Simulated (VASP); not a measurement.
# Pb (P6_3/mmc) in VASP: a series of runs

Pb is run at these levels: r2SCAN; tasks: single point.

Program: VASP 6.6.1. These are calculated values, not measurements. Logs are shortened: lines on timing, memory, paths and dates and some standing lists are left out, and cuts for length are marked.

### Step 1. The cell of the first run

The structure is hexagonal, space group P6_3/mmc (No. 194). Conventional cell: a = 3.578 Å, b = 3.578 Å, c = 5.288 Å, α = 90.00°, β = 90.00°, γ = 120.00°. Pb (site symmetry -6m2) has 12 Pb at 3.36 to 3.58 Å within 4.4 Å.

### Step 2. Single point, r2SCAN

POSCAR

```
Pb
1.0
    3.5780800650      0.0000000000      0.0000000000
   -1.7890400325      3.0987082331      0.0000000000
    0.0000000000      0.0000000000      5.2877432491
Pb
2
Direct
    0.3333333333      0.6666666667      0.2500000000
    0.6666666667      0.3333333333      0.7500000000
```

INCAR.step1

```
PREC = Accurate
ENCUT = 520
ISMEAR = 0
SIGMA = 0.15
LREAL = False
LASPH = True
NELM = 100
NBANDS = 21
GGA = PE
ALGO = Normal
EDIFF = 1E-4
LWAVE = True
LCHARG = False
```

INCAR.step2

```
PREC = Accurate
ENCUT = 520
EDIFF = 1E-7
ISMEAR = 0
SIGMA = 0.15
LREAL = False
LASPH = True
NELM = 100
ALGO = Normal
ISIF = 2
LWAVE = False
LCHARG = True
METAGGA = R2SCAN
LMIXTAU = True
LELF = True
LVHAR = True
NBANDS = 21
ISTART = 1
```

KPOINTS

```
Automatic mesh
0
Gamma
  18 18 10
```

Potentials or basis: VASP PAW PBE potentials, release 64 (Pb_d).

The run is started by

```bash
$ cat potpaw_PBE.64/Pb_d/POTCAR > POTCAR
$ cp INCAR.step1 INCAR
$ mpirun -np 1 vasp_std > vasp.out
$ cp INCAR.step2 INCAR
$ mpirun -np 1 vasp_std > vasp.out
```

OUTCAR:

```text
PREC = Accurate
   ENCUT = 520
   EDIFF = 1E-7
   ISMEAR = 0
   LREAL = False
   LASPH = True
   NELM = 100
   ISIF = 2
   METAGGA = R2SCAN
   ISTART = 1

 ion  position               nearest neighbor table
   1  0.333  0.667  0.250-   2 3.36   2 3.36   2 3.36   2 3.36   2 3.36   2 3.36
   2  0.667  0.333  0.750-   1 3.36   1 3.36   1 3.36   1 3.36   1 3.36   1 3.36

  LATTYP: Found a hexagonal cell.
 ALAT       =     3.5780800650
 C/A-ratio  =     1.4778157987

  Lattice vectors:

 A1 = (   3.5780800650,   0.0000000000,   0.0000000000)
 A2 = (  -1.7890400325,   3.0987082331,   0.0000000000)
 A3 = (   0.0000000000,   0.0000000000,   5.2877432491)

Analysis of symmetry for initial positions (statically):
=====================================================================
 Subroutine PRICEL returns:
 Original cell was already a primitive cell.

 Routine SETGRP: Setting up the symmetry group for a
 hexagonal supercell.

 Subroutine GETGRP returns: Found 24 space group operations
 (whereof 12 operations were pure point group operations)
 out of a pool of 24 trial point group operations.

The static configuration has the point symmetry D_3d.
 The point group associated with its full space group is D_6h.

Analysis of symmetry for dynamics (positions and initial velocities):
=====================================================================
 Subroutine PRICEL returns:
 Original cell was already a primitive cell.

 Routine SETGRP: Setting up the symmetry group for a
 hexagonal supercell.

 Subroutine GETGRP returns: Found 24 space group operations
 (whereof 12 operations were pure point group operations)
 out of a pool of 24 trial point group operations.

The dynamic configuration has the point symmetry D_3d.
 The point group associated with its full space group is D_6h.

 Subroutine INISYM returns: Found 24 space group operations
 (whereof 12 operations are pure point group operations),
 and found     1 'primitive' translations

----------------------------------------------------------------------------------------

                                     Primitive cell

  volume of cell :      58.6275

  direct lattice vectors                    reciprocal lattice vectors
     3.578080065  0.000000000  0.000000000     0.279479492  0.161357560  0.000000000
    -1.789040032  3.098708233  0.000000000     0.000000000  0.322715120  0.000000000
     0.000000000  0.000000000  5.287743249     0.000000000  0.000000000  0.189116595

  length of vectors
     3.578080065  3.578080065  5.287743249     0.322715120  0.322715120  0.189116595

  position of ions in fractional coordinates (direct lattice)
     0.333333333  0.666666667  0.250000000
     0.666666667  0.333333333  0.750000000

  ion indices of the primitive-cell ions
   primitive index   ion index
                 1           1
                 2           2

----------------------------------------------------------------------------------------

 KPOINTS: Automatic mesh

Automatic generation of k-mesh.
 Grid dimensions read from file:
 generate k-points for:   18   18   10

 Generating k-lattice:

  Cartesian coordinates                     Fractional coordinates (reciprocal lattice)
     0.015526638  0.008964309  0.000000000     0.055555556 -0.000000000  0.000000000
     0.000000000  0.017928618  0.000000000     0.000000000  0.055555556  0.000000000
     0.000000000  0.000000000  0.018911660     0.000000000  0.000000000  0.100000000

  Length of vectors
     0.017928618  0.017928618  0.018911660

  Shift w.r.t. Gamma in fractional coordinates (k-lattice)
     0.000000000  0.000000000  0.000000000

 Subroutine IBZKPT returns following result:
 ===========================================

 Found    222 irreducible k-points:

 Following reciprocal coordinates:
            Coordinates               Weight
  0.000000  0.000000  0.000000      1.000000
  0.055556  0.000000  0.000000      6.000000
  0.111111  0.000000  0.000000      6.000000
  0.166667  0.000000  0.000000      6.000000
  0.222222  0.000000  0.000000      6.000000
  0.277778  0.000000  0.000000      6.000000
[... 16 lines left out ...]
  0.333333  0.111111  0.000000     12.000000
  0.388889  0.111111  0.000000     12.000000
 [... further k-points ...]
   k-points           NKPTS =    222   k-points in BZ     NKDIM =    222   number of bands    NBANDS=     21
   number of dos      NEDOS =    301   number of ions     NIONS =      2
   total plane-waves  NPLWV =  31360
   dimension x,y,z NGX =    28 NGY =   28 NGZ =   40
   dimension x,y,z NGXF=    56 NGYF=   56 NGZF=   80
   ions per type =               2
   NGX,Y,Z   is equivalent  to a cutoff of  13.01, 13.01, 12.58 a.u.
   NGXF,Y,Z  is equivalent  to a cutoff of  26.02, 26.02, 25.15 a.u.
 SYSTEM =  unknown system
   PREC   = accura    normal or accurate (medium, high low for compatibility)
   ISTART =      1    job   : 0-new  1-cont  2-samecut
   ICHARG =      0    charge: 1-file 2-atom 10-const
   ISPIN  =      1    spin polarized calculation?
   LNONCOLLINEAR =      F non collinear calculations
   LSORBIT =      F    spin-orbit coupling
   LASPH  =      T    aspherical Exc in radial PAW
   ENCUT  =  520.0 eV  38.22 Ry    6.18 a.u.   6.65  6.65  9.83*2*pi/ulx,y,z
   NELM   =    100;   NELMIN=  2; NELMDL=  0     # of ELM steps
   EDIFF  = 0.1E-06   stopping-criterion for ELM
   LREAL  =      F    real-space projection
   EDIFFG = 0.1E-05   stopping-criterion for IOM
   NSW    =      0    number of steps for IOM
   IBRION =     -1    ionic relax: 0-MD 1-quasi-New 2-CG
   NFREE  =      0    steps in history (QN), initial steepest desc. (CG)
   ISIF   =      2    stress and relaxation
   ISYM   =      2    0-nonsym 1-usesym 2-fastsym
   POTIM  = 0.5000    time-step for ionic-motion
   TEBEG  =    0.0;   TEEND  =   0.0 temperature during run
   PSTRESS=    0.0 pullay stress
   NELECT =      28.0000    total number of electrons
   NUPDOWN=      -1.0000    fix difference up-down
   EMIN   =  10.00;   EMAX   =-10.00  energy-range for DOS
   EFERMI =   0.00;   METHOD = LEGACY
   ISMEAR =     0;   SIGMA  =   0.15  broadening in eV -4-tet -1-fermi 0-gaus
   EFERMI_NEDOS =   21; number of points for ismear=-14 and -15
   IALGO  =     38    algorithm
   IMIX   =      4    mixing-type and parameters
     AMIX     =   0.40;   BMIX     =  1.00
     AMIX_MAG =   1.60;   BMIX_MAG =  1.00
  volume/ion in A,a.u.               =      29.31       197.82
  Fermi-wavevector in a.u.,A,eV,Ry     =   1.279658  2.418202 22.279864  1.637524
  Thomas-Fermi vector in A             =   2.412130
   LORBIT       =      0    0 simple, 1 ext, 2 COOP (PROOUT), +10 PAW based schemes
   METAGGA = R2SCAN    functional components
   LHFCALC =     F    Hartree Fock is set to
   AEXX    =    0.0000 exact exchange contribution
   IVDW    =     0    specifies the selected vdW correction
   LEPSILON=     F    determine dielectric tensor
   LRPA    =     F    only Hartree local field effects (RPA)
 non-spin polarized calculation
 Gauss-broadening in eV      SIGMA  =   0.15
  energy-cutoff  :      520.00
  volume of cell :       58.63
 maximum number of plane-waves:      1605
 NGX is ok and might be reduce to    28

 number of electron      28.0000004 magnetization

 Free energy of the ion-electron system (eV)
  ---------------------------------------------------
  ext. energy  EPLUGINS =         0.00000000
  ---------------------------------------------------
  free energy    TOTEN  =      -112.43579862 eV

  energy without entropy =     -112.42371583  energy(sigma->0) =     -112.42975723

 E-fermi :   7.6226     XC(G=0): -11.1029

 val. band max:        7.6198930044   @ k =   0.2778   0.2222   0.2000
 cond. band min:       7.6240115434   @ k =   0.2778   0.2222   0.1000
 fundamental gap:      0.0041185390
 Fermi energy:         7.6226325375

 k-point     1 :       0.0000    0.0000    0.0000
  band No.  band energies     occupation
      1     -10.2004      2.00000
      2     -10.1214      2.00000
      3     -10.1214      2.00000
      4     -10.1171      2.00000
      5     -10.1171      2.00000
      6     -10.0832      2.00000
[... 13 lines left out ...]
     20      17.2567      0.00000
     21      20.1246      0.00000

 k-point     2 :       0.0556    0.0000    0.0000
  band No.  band energies     occupation
      1     -10.1987      2.00000
      2     -10.1270      2.00000
      3     -10.1250      2.00000
      4     -10.1241      2.00000
      5     -10.1107      2.00000
      6     -10.0803      2.00000
[... 13 lines left out ...]
     20      17.0536      0.00000
     21      19.7866      0.00000

 k-point     3 :       0.1111    0.0000    0.0000
  band No.  band energies     occupation
      1     -10.1992      2.00000
      2     -10.1397      2.00000
      3     -10.1351      2.00000
      4     -10.1319      2.00000
      5     -10.0920      2.00000
      6     -10.0724      2.00000
[... 13 lines left out ...]
     20      17.4618      0.00000
     21      19.4425      0.00000

 k-point     4 :       0.1667    0.0000    0.0000
  band No.  band energies     occupation
      1     -10.2125      2.00000
      2     -10.1497      2.00000
      3     -10.1447      2.00000
      4     -10.1400      2.00000
      5     -10.0635      2.00000
      6     -10.0607      2.00000
[... 13 lines left out ...]
     20      18.4274      0.00000
     21      18.5891      0.00000

 k-point     5 :       0.2222    0.0000    0.0000
  band No.  band energies     occupation
      1     -10.2359      2.00000
      2     -10.1668      2.00000
      3     -10.1618      2.00000
      4     -10.1332      2.00000
      5     -10.0456      2.00000
      6     -10.0287      2.00000
[... 13 lines left out ...]
     20      17.8908      0.00000
     21      19.0357      0.00000
[... 382 lines left out ...]
     20      16.2342      0.00000
     21      18.8354      0.00000

 k-point    22 :       0.2778    0.1111    0.0000
  band No.  band energies     occupation
      1     -10.2563      2.00000
      2     -10.2386      2.00000
      3     -10.1657      2.00000
      4     -10.1385      2.00000
      5     -10.0127      2.00000
      6      -9.9564      2.00000
[... 13 lines left out ...]
     20      15.7767      0.00000
     21      19.8906      0.00000

 k-point    23 :       0.3333    0.1111    0.0000
  band No.  band energies     occupation
      1     -10.2736      2.00000
      2     -10.2585      2.00000
      3     -10.1709      2.00000
      4     -10.1276      2.00000
      5      -9.9983      2.00000
      6      -9.9687      2.00000
[... 13 lines left out ...]
     20      15.4627      0.00000
     21      20.2529      0.00000

 k-point    24 :       0.3889    0.1111    0.0000
  band No.  band energies     occupation
      1     -10.2846      2.00000
      2     -10.2716      2.00000
      3     -10.1741      2.00000
      4     -10.1216      2.00000
      5      -9.9858      2.00000
      6      -9.9795      2.00000
[... 13 lines left out ...]
     20      15.2785      0.00000
     21      20.2266      0.00000

 [... further k-points ...]
[... 5 lines left out ...]
  --------------------------------------------------------------------------------------
  -------------------------------------------------------------------------------------
  Total        0.6710411      0.6710411      2.2356066      0.0000000      0.0000000     -0.0000000
  in kB       18.3382815     18.3382815     61.0948876      0.0000000      0.0000000     -0.0000000
  external PRESSURE =      32.5904835 kB  Pullay stress =       0.0000000 kB

 VOLUME and BASIS-vectors are now :
 -----------------------------------------------------------------------------
  energy-cutoff  :      520.00
  volume of cell :       58.63
      direct lattice vectors                 reciprocal lattice vectors
     3.578080065  0.000000000  0.000000000     0.279479492  0.161357560  0.000000000
    -1.789040032  3.098708233  0.000000000     0.000000000  0.322715120  0.000000000
     0.000000000  0.000000000  5.287743249     0.000000000  0.000000000  0.189116595

 POSITION                                       TOTAL-FORCE (eV/Angst)
 -----------------------------------------------------------------------------------
     -0.00000      2.06581      1.32194        -0.000000      0.000000      0.000000
      1.78904      1.03290      3.96581         0.000000     -0.000000      0.000000
 -----------------------------------------------------------------------------------
    total drift:                               -0.000000      0.000000      0.000000

  FREE ENERGIE OF THE ION-ELECTRON SYSTEM (eV)
  ---------------------------------------------------
  free  energy   TOTEN  =      -112.4357986203 eV

  energy  without entropy=     -112.4237158330  energy(sigma->0) =     -112.42975723
```

It took 15 min on 1 thread of Intel Xeon Platinum 8259CL at 2.50GHz (Skylake/Cascade Lake), shared host; peak memory 0.34 GiB.

Results:

- Free energy: -112.4358 eV
- Pressure: 3.3 GPa
- Band gap on the k mesh: zero (band 14 reaches 12.83 eV, above the bottom of band 15 at 5.24 eV)

Levels at points of the mesh, in eV from the Fermi level:
```tsv
k point	band 11	band 12	band 13	band 14	band 15	band 16	band 17	band 18
(0.00, 0.00, 0.00)	-12.58	-7.55	-4.29	4.76	4.76	7.07	7.07	8.33
(0.50, 0.00, 0.00)	-9.14	-7.65	-2.61	-0.84	-0.60	1.31	2.01	6.03
(0.00, 0.00, 0.50)	-11.05	-11.05	2.17	2.17	5.89	5.89	5.89	5.89
(0.50, 0.00, 0.50)	-8.06	-8.06	-4.03	-4.03	3.10	3.10	4.36	4.36
```

Caveat: the PAW data sets were made with another functional, which shifts forces and pressure a little; spin-orbit coupling is left out, which moves the levels of the heavy elements.

### Step 3. Single point, r2SCAN

This run uses another cell than the first one, of the same volume but with other edges.

POSCAR

```
Pb
1.0
    3.3711786544      0.0000000000      0.0000000000
   -1.6855893272      2.9195263554      0.0000000000
    0.0000000000      0.0000000000      5.9567165035
Pb
2
Direct
    0.3333333333      0.6666666667      0.2500000000
    0.6666666667      0.3333333333      0.7500000000
```

INCAR.step1

```
SYSTEM = Pb
PREC = Accurate ; ENCUT = 520
ISMEAR = 0 ; SIGMA = 0.15
LREAL = .False. ; LASPH = .True.
NELM = 80 ; NBANDS = 21
GGA = PE ; ALGO = Normal
EDIFF = 1E-4 ; LWAVE = .True.
LCHARG = .False.
```

INCAR.step2

```
SYSTEM = Pb
PREC = Accurate ; ENCUT = 520
EDIFF = 1E-6 ; ISMEAR = 0
SIGMA = 0.15 ; LREAL = .False.
LASPH = .True. ; NELM = 80
ALGO = Normal ; ISIF = 2
LWAVE = .False. ; LCHARG = .False.
METAGGA = R2SCAN ; LMIXTAU = .True.
NBANDS = 21 ; ISTART = 1
```

KPOINTS

```
regular mesh
0
Gamma
  18 18 10
  0 0 0
```

Potentials or basis: VASP PAW PBE potentials, release 64 (Pb_d).

The run is started by

```bash
$ cat potpaw_PBE.64/Pb_d/POTCAR > POTCAR
$ cp INCAR.step1 INCAR
$ mpirun -np 1 vasp_std > vasp.out
$ cp INCAR.step2 INCAR
$ mpirun -np 1 vasp_std > vasp.out
```

It took 14 min on 1 thread of Intel Xeon Platinum 8259CL at 2.50GHz (Skylake/Cascade Lake), shared host; peak memory 0.35 GiB.

It converged, with:

```
Free energy            : -112.4812 eV
Pressure               : 3.1 GPa
Band gap on the k mesh : zero (band 14 reaches 14.09 eV, above the bottom of band 15 at 5.51 eV)
```

Stress tensor (GPa, compression positive):
```
4.32 0.00 0.00
0.00 4.32 0.00
0.00 0.00 0.62
```

Levels at points of the mesh, in eV from the Fermi level:
```tsv
k point	band 10	band 11	band 12	band 13	band 14	band 15	band 16	band 17	band 18	band 19
(0.00, 0.00, 0.00)	-17.48	-12.58	-9.27	-4.72	6.46	6.98	6.98	8.65	8.65	10.39
(0.50, 0.00, 0.00)	-17.40	-8.44	-7.30	-3.46	-2.24	-0.52	1.86	2.82	5.97	7.32
(0.00, 0.00, 0.50)	-17.54	-11.44	-11.44	-0.09	-0.09	7.76	7.76	7.76	7.76	10.57
(0.50, 0.00, 0.50)	-17.41	-7.71	-7.71	-4.05	-4.05	3.23	3.23	4.08	4.08	7.49
```

Caveat: the PAW data sets were made with another functional, which shifts forces and pressure a little; spin-orbit coupling is left out, which moves the levels of the heavy elements.

[end of part 1 of 2]
